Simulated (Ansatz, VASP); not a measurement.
## Al5Cu in VASP and in Ansatz

```
CELL_PARAMETERS angstrom
4.53528 0.00000 0.00000
-2.26764 3.92767 0.00000
0.00000 0.00000 5.37510
ATOMIC_POSITIONS crystal
Al 0.33333 0.66667 0.13921
Al 0.66667 0.33333 0.36007
Al 0.00000 0.00000 0.50000
Al 0.33333 0.66667 0.63993
Al 0.66667 0.33333 0.86079
Cu 0.00000 0.00000 0.00000
```

Alike in both runs: functional PBE; k mesh 6 × 6 × 4; occupations gaussian, width 0.1 eV; no spin polarisation.

Ansatz relaxed the structure, and its values are those at the end. VASP's run is a single point on that final structure, the one shown.

|  | VASP | Ansatz |
| --- | --- | --- |
| version | VASP 6.6.1 | Ansatz 0.2.0 |
| potentials or method | VASP PAW PBE potentials, release 64 (Al, Cu), cutoff 520 eV | scalar-relativistic, plane waves, PAW |
| valence electrons in the cell | 26 | 34 |

|  | VASP | Ansatz | Ansatz less VASP |
| --- | --- | --- | --- |
| gap on the k mesh at the Fermi level (eV) | none | none | - |
| pressure (GPa) | 0.1 | 0.0 | -0.04 |
| rms of the force components (eV/Å) | 0.005 | 0.005 | +0.0004 |

A gap of «none» marks a metal or a gap that the smearing closes. VASP's potentials hold 26 valence electrons a cell and Ansatz's 34, so a difference there can come from the potentials and not from the codes.
